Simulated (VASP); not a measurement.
# N (P-1) in VASP: a series of runs, part 2 of 2

VASP 6.6.1. Earlier steps stand in the parts before.

**3. Single point, LDA**

INCAR reads:

```
SYSTEM = N
PREC = Accurate
ENCUT = 520
EDIFF = 1E-6
ISMEAR = 0
SIGMA = 0.05
LREAL = .False.
LASPH = .True.
NELM = 60
ALGO = Normal
ISIF = 2
LWAVE = .False.
LCHARG = .False.
GGA = CA
NBANDS = 30
```

KPOINTS reads:

```
Automatic mesh
0
Gamma
  7 7 2
  0 0 0
```

POSCAR reads:

```
N
1.0
   -3.5269202438      0.0000000000      0.0000000000
   -1.7634601219     -3.0544025283      0.0000000000
   -0.4408650305      0.7636006321     13.3505029787
N
8
Direct
    0.0994241786      0.5672424881      0.9356366191
    0.2272330615      0.4394336052      0.4244010873
    0.1199113978      0.5467552688      0.8536877420
    0.2477202808      0.4189463859      0.3424522103
    0.6244708363      0.7088624970      0.1687833215
    0.4966619534      0.8366713800      0.6800188532
    0.6449580556      0.6883752778      0.0868344444
    0.5171491726      0.8161841607      0.5980699762
```

Potentials or basis: VASP PAW LDA potentials, release 64 (N).

The run is started by

```console
cat potpaw_LDA.64/N/POTCAR > POTCAR
mpirun -np 1 vasp_std > vasp.out
```

OUTCAR:

```text
SYSTEM = N
   PREC = Accurate
   ENCUT = 520
   EDIFF = 1E-6
   ISMEAR = 0
   LREAL = .False.
   LASPH = .True.
   NELM = 60
   ISIF = 2
   GGA = CA

 ion  position               nearest neighbor table
   1  0.099  0.567  0.936-   3 1.09
   2  0.227  0.439  0.424-   4 1.09
   3  0.120  0.547  0.854-   1 1.09
   4  0.248  0.419  0.342-   2 1.09
   5  0.624  0.709  0.169-   7 1.09
   6  0.497  0.837  0.680-   8 1.09
   7  0.645  0.688  0.087-   5 1.09
   8  0.517  0.816  0.598-   6 1.09

  LATTYP: Found a base centered monoclinic cell.
 ALAT       =     3.5269202438
 B/A-ratio  =     1.7320508076
 C/A-ratio  =     3.7935612867
 COS(beta)  =    -0.0659011365

  Lattice vectors:

 A1 = (  -1.7634601219,  -3.0544025283,   0.0000000000)
 A2 = (   3.5269202438,   0.0000000000,   0.0000000000)
 A3 = (  -0.4408650305,   0.7636006321,  13.3505029787)

Analysis of symmetry for initial positions (statically):
=====================================================================
 Subroutine PRICEL returns:
[... 185 lines left out ...]

 E-fermi :  -4.7096     XC(G=0):  -7.9204

 val. band max:       -4.9456134436   @ k =   0.0000   0.2857   0.0000
 cond. band min:       0.8841620430   @ k =   0.1429  -0.4286   0.0000
 fundamental gap:      5.8297754866
 Fermi energy:        -4.7095645256

 k-point     1 :       0.0000    0.0000    0.0000
  band No.  band energies     occupation
      1     -24.2164      2.00000
      2     -24.1812      2.00000
      3     -24.1681      2.00000
      4     -24.1366      2.00000
      5     -10.1909      2.00000
      6      -9.5715      2.00000
[... 781 lines left out ...]
     29       6.9180      0.00000
     30       7.4470      0.00000

 [... further k-points ...]
[... 5 lines left out ...]
  --------------------------------------------------------------------------------------
  -------------------------------------------------------------------------------------
  Total        0.5630459     -0.2387516      8.1047221     -0.1332749     -0.1751284      0.8160722
  in kB        6.2724162     -2.6597284     90.2878207     -1.4847019     -1.9509562      9.0911663
  external PRESSURE =      31.3001695 kB  Pullay stress =       0.0000000 kB

 VOLUME and BASIS-vectors are now :
 -----------------------------------------------------------------------------
  energy-cutoff  :      520.00
  volume of cell :      143.82
      direct lattice vectors                 reciprocal lattice vectors
    -3.526920244  0.000000000  0.000000000    -0.283533488  0.163698136 -0.018725886
    -1.763460122 -3.054402528  0.000000000     0.000000000 -0.327396272  0.018725886
    -0.440865030  0.763600632 13.350502979     0.000000000  0.000000000  0.074903545

 POSITION                                       TOTAL-FORCE (eV/Angst)
 -----------------------------------------------------------------------------------
     -1.76346     -1.01813     12.49122        -0.665241      0.146375      1.053955
     -1.76346     -1.01813      5.66597         0.000438     -0.000565      1.531540
     -1.76346     -1.01813     11.39716         0.123365     -0.025990     -1.664070
     -1.76346     -1.01813      4.57191        -0.001499      0.001905     -1.531017
     -3.52692     -2.03627      2.25334        -0.123365      0.025990      1.664070
     -3.52692     -2.03627      9.07859         0.001499     -0.001905      1.531017
     -3.52692     -2.03627      1.15928         0.665241     -0.146375     -1.053955
     -3.52692     -2.03627      7.98453        -0.000438      0.000565     -1.531540
 -----------------------------------------------------------------------------------
    total drift:                               -0.000005      0.000006      0.000054

  FREE ENERGIE OF THE ION-ELECTRON SYSTEM (eV)
  ---------------------------------------------------
  free  energy   TOTEN  =       -70.1558955348 eV

  energy  without entropy=      -70.1558955348  energy(sigma->0) =      -70.15589553
```

stdout:

```text
POSCAR found type information on POSCAR N
 POSCAR found :  1 types and       8 ions
 scaLAPACK will be used
 LDA part: xc-table for (Slater(with rela. corr.)+CA(PZ))
 , standard interpolation
 POSCAR, INCAR and KPOINTS ok, starting setup
 FFT: planning ... GRIDC
 FFT: planning ... GRID_SOFT
 FFT: planning ... GRID
 WAVECAR not read
 entering main loop
```

Run time: 99 s. Hardware: 1 thread of Intel Xeon 6975P-C (Granite Rapids), shared host; peak memory 0.29 GiB.

What came out:

```
Free energy            : -70.1559 eV
Pressure               : 3.1 GPa
Largest force          : 1.669 eV/Å
Band gap on the k mesh : 5.83 eV (least direct gap 5.85 eV)
```

Forces on the atoms (eV/Å):
```
N   -0.665  0.146  1.054
N    0.000 -0.001  1.532
N    0.123 -0.026 -1.664
N   -0.001  0.002 -1.531
N   -0.123  0.026  1.664
N    0.001 -0.002  1.531
N    0.665 -0.146 -1.054
N    0.000  0.001 -1.532
```

Levels at points of the mesh, in eV from the valence-band top:
| k point | band 16 | band 17 | band 18 | band 19 | band 20 | band 21 | band 22 | band 23 | band 24 | band 25 |
| --- | --- | --- | --- | --- | --- | --- | --- | --- | --- | --- |
| (0.00, 0.00, 0.00) | -2.17 | -2.12 | -1.15 | -0.88 | -0.03 | 7.34 | 7.54 | 7.60 | 7.71 | 7.85 |
| (0.00, 0.00, 0.50) | -2.14 | -1.97 | -1.71 | -0.54 | -0.11 | 7.36 | 7.49 | 7.62 | 7.76 | 7.79 |

Caveat: the standard files for N, O and F lose accuracy on very short bonds; the cell stands under pressure; an odd mesh through Γ misses points on the zone boundary, where band edges can lie; forces of over 1 eV/Å act on the atoms, so gaps and moduli don't describe the material at rest.
